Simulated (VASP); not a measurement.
# Zr (C2/c) in VASP: a series of runs

Zr is run at these levels: LDA; tasks: single point.

Everything below comes from runs of VASP 6.6.1. Logs are shortened: lines on timing, memory, paths and dates and some standing lists are left out, and cuts for length are marked.

## (1) The cell of the first run

The typed cell holds 2 atoms: a = 3.015 Å, b = 3.015 Å, c = 4.875 Å, α = 90.01°, β = 90.01°, γ = 120.07°.

## (2) Single point, LDA (volume scaled by 0.88)

INCAR reads:

```
SYSTEM = Zr
PREC = Accurate
ENCUT = 520
EDIFF = 1E-7
ISMEAR = -1
SIGMA = 0.1
LREAL = .FALSE.
LASPH = .TRUE.
NELM = 80
ALGO = Normal
ISIF = 2
LWAVE = .FALSE.
LCHARG = .TRUE.
GGA = CA
LELF = .TRUE.
LVHAR = .TRUE.
NBANDS = 19
```

KPOINTS reads:

```
Automatic mesh
0
G
  13 13 7
  0 0 0
```

POSCAR reads:

```
Zr
1.0
   -1.6671670106      2.0270172909      1.4844000836
    2.0270172909     -1.6671670106      1.4844000836
    3.3972425601      3.3972425601     -0.8253336362
Zr
2
Direct
    0.0409320301      0.9590679699      1.0000000000
    0.7090679699      0.2909320301      0.5000000000
```

Potentials or basis: VASP PAW LDA potentials, release 64 (Zr_sv).

On the command line:

```
cat potpaw_LDA.64/Zr_sv/POTCAR > POTCAR
mpirun -np 1 vasp_std > vasp.out
```

OUTCAR:

```text
SYSTEM = Zr
   PREC = Accurate
   ENCUT = 520
   EDIFF = 1E-7
   ISMEAR = -1
   LREAL = .FALSE.
   LASPH = .TRUE.
   NELM = 80
   ISIF = 2
   GGA = CA

 ion  position               nearest neighbor table
   1  0.041  0.959  0.000-   2 2.99   2 2.99   2 3.00   2 3.00   2 3.00   2 3.00
   2  0.709  0.291  0.500-   1 2.99   1 2.99   1 3.00   1 3.00   1 3.00   1 3.00

  LATTYP: Found a base centered monoclinic cell.
 ALAT       =     3.0121020702
 B/A-ratio  =     1.7344583349
 C/A-ratio  =     1.6184051481
 COS(beta)  =    -0.0003577688

  Lattice vectors:

 A1 = (  -1.6671670106,   2.0270172909,   1.4844000836)
 A2 = (   2.0270172909,  -1.6671670106,   1.4844000836)
 A3 = (   3.3972425601,   3.3972425601,  -0.8253336362)

Analysis of symmetry for initial positions (statically):
=====================================================================
 Subroutine PRICEL returns:
 Original cell was already a primitive cell.

 Routine SETGRP: Setting up the symmetry group for a
 base centered monoclinic supercell.

 Subroutine GETGRP returns: Found  4 space group operations
 (whereof  2 operations were pure point group operations)
 out of a pool of  4 trial point group operations.

The static configuration has the point symmetry C_2 .
 The point group associated with its full space group is C_2h.

Analysis of symmetry for dynamics (positions and initial velocities):
=====================================================================
 Subroutine PRICEL returns:
 Original cell was already a primitive cell.

 Routine SETGRP: Setting up the symmetry group for a
 base centered monoclinic supercell.

 Subroutine GETGRP returns: Found  4 space group operations
 (whereof  2 operations were pure point group operations)
 out of a pool of  4 trial point group operations.

The dynamic configuration has the point symmetry C_2 .
 The point group associated with its full space group is C_2h.

 Subroutine INISYM returns: Found  4 space group operations
 (whereof  2 operations are pure point group operations),
 and found     1 'primitive' translations

----------------------------------------------------------------------------------------

                                     Primitive cell

  volume of cell :      38.3557

  direct lattice vectors                    reciprocal lattice vectors
[... 82 lines left out ...]
   LNONCOLLINEAR =      F non collinear calculations
   LSORBIT =      F    spin-orbit coupling
   LASPH  =      T    aspherical Exc in radial PAW
   ENCUT  =  520.0 eV  38.22 Ry    6.18 a.u.   5.61  5.61  9.06*2*pi/ulx,y,z
   NELM   =     80;   NELMIN=  2; NELMDL= -5     # of ELM steps
   EDIFF  = 0.1E-06   stopping-criterion for ELM
   LREAL  =      F    real-space projection
   EDIFFG = 0.1E-05   stopping-criterion for IOM
   NSW    =      0    number of steps for IOM
   IBRION =     -1    ionic relax: 0-MD 1-quasi-New 2-CG
   NFREE  =      0    steps in history (QN), initial steepest desc. (CG)
   ISIF   =      2    stress and relaxation
   ISYM   =      2    0-nonsym 1-usesym 2-fastsym
   POTIM  = 0.5000    time-step for ionic-motion
   TEBEG  =    0.0;   TEEND  =   0.0 temperature during run
   PSTRESS=    0.0 pullay stress
   NELECT =      24.0000    total number of electrons
   NUPDOWN=      -1.0000    fix difference up-down
   EMIN   =  10.00;   EMAX   =-10.00  energy-range for DOS
   EFERMI =   0.00;   METHOD = LEGACY
   ISMEAR =    -1;   SIGMA  =   0.10  broadening in eV -4-tet -1-fermi 0-gaus
   EFERMI_NEDOS =   21; number of points for ismear=-14 and -15
   IALGO  =     38    algorithm
   IMIX   =      4    mixing-type and parameters
     AMIX     =   0.40;   BMIX     =  1.00
     AMIX_MAG =   1.60;   BMIX_MAG =  1.00
  volume/ion in A,a.u.               =      19.18       129.42
  Fermi-wavevector in a.u.,A,eV,Ry     =   1.400238  2.646066 26.676487  1.960666
  Thomas-Fermi vector in A             =   2.523218
   LORBIT       =      0    0 simple, 1 ext, 2 COOP (PROOUT), +10 PAW based schemes
   GGA     = CA    functional components
   LHFCALC =     F    Hartree Fock is set to
   AEXX    =    0.0000 exact exchange contribution
   IVDW    =     0    specifies the selected vdW correction
   LEPSILON=     F    determine dielectric tensor
   LRPA    =     F    only Hartree local field effects (RPA)
 non-spin polarized calculation
  energy-cutoff  :      520.00
  volume of cell :       38.36
 maximum number of plane-waves:      1053
   NGX = 11   NGY = 11   NGZ = 19

 number of electron      23.9999999 magnetization

 Free energy of the ion-electron system (eV)
  ---------------------------------------------------
  ext. energy  EPLUGINS =         0.00000000
  ---------------------------------------------------
  free energy    TOTEN  =       -18.36978389 eV

  energy without entropy =      -18.30474140  energy(sigma->0) =      -18.33726265

 E-fermi :  11.1052     XC(G=0): -12.2054

 val. band max:       11.0984765030   @ k =   0.3846   0.0000  -0.0000
 cond. band min:      11.1138481919   @ k =  -0.2308   0.3846   0.4286
 fundamental gap:      0.0153716889
 Fermi energy:        11.1051566307

 k-point     1 :       0.0000    0.0000    0.0000
  band No.  band energies     occupation
      1     -37.1531      2.00000
      2     -36.8268      2.00000
      3     -16.2190      2.00000
      4     -14.6461      2.00000
      5     -14.6384      2.00000
      6     -14.4165      2.00000
[... 505 lines left out ...]
      6     -15.1958      2.00000
[... 11 lines left out ...]
     18      17.1792      0.00000
     19      19.0876      0.00000

 [... further k-points ...]

------------------------ aborting loop because EDIFF is reached ----------------------------------------

  FORCE on cell =-STRESS in cart. coord.  units (eV):
  Direction    XX          YY          ZZ          XY          YZ          ZX
  --------------------------------------------------------------------------------------
  -------------------------------------------------------------------------------------
  Total        4.0198757      4.0198757      3.7177030      0.3158360     -0.0769442     -0.0769442
  in kB      167.9163762    167.9163762    155.2941606     13.1929559     -3.2140760     -3.2140759
  external PRESSURE =     163.7089710 kB  Pullay stress =       0.0000000 kB

 VOLUME and BASIS-vectors are now :
 -----------------------------------------------------------------------------
  energy-cutoff  :      520.00
  volume of cell :       38.36
      direct lattice vectors                 reciprocal lattice vectors
    -1.667167011  2.027017291  1.484400084    -0.095602377  0.175093375  0.327201256
     2.027017291 -1.667167011  1.484400084     0.175093375 -0.095602377  0.327201256
     3.397242560  3.397242560 -0.825333636     0.142968176  0.142968176 -0.034658539

 POSITION                                       TOTAL-FORCE (eV/Angst)
 -----------------------------------------------------------------------------------
      1.87581     -1.51596      1.48440         0.003194     -0.003194      0.000000
      1.10621      2.65088      1.07173        -0.003194      0.003194     -0.000000
 -----------------------------------------------------------------------------------
    total drift:                               -0.000000     -0.000000      0.000000

  FREE ENERGIE OF THE ION-ELECTRON SYSTEM (eV)
  ---------------------------------------------------
  free  energy   TOTEN  =       -18.3697838935 eV

  energy  without entropy=      -18.3047413978  energy(sigma->0) =      -18.33726265
```

stdout:

```text
POSCAR found type information on POSCAR Zr
 POSCAR found :  1 types and       2 ions
 scaLAPACK will be used
 LDA part: xc-table for (Slater(with rela. corr.)+CA(PZ))
 , standard interpolation
 POSCAR, INCAR and KPOINTS ok, starting setup
 FFT: planning ... GRIDC
 FFT: planning ... GRID_SOFT
 FFT: planning ... GRID
 WAVECAR not read
 entering main loop
```

Run time: 3.5 min. Hardware: 1 thread of Intel Xeon 8259CL, shared host; peak memory 0.29 GiB.

Results:

| Item | Value |
| --- | --- |
| Free energy | -18.3698 eV |
| Pressure | 16.4 GPa |
| Largest force | 0.005 eV/Å |
| Band gap on the k mesh | zero (band 12 reaches 12.20 eV, above the bottom of band 13 at 10.99 eV) |

Forces on the atoms (eV/Å):
```
Zr   0.003 -0.003  0.000
Zr  -0.003  0.003  0.000
```

[end of part 1 of 2]
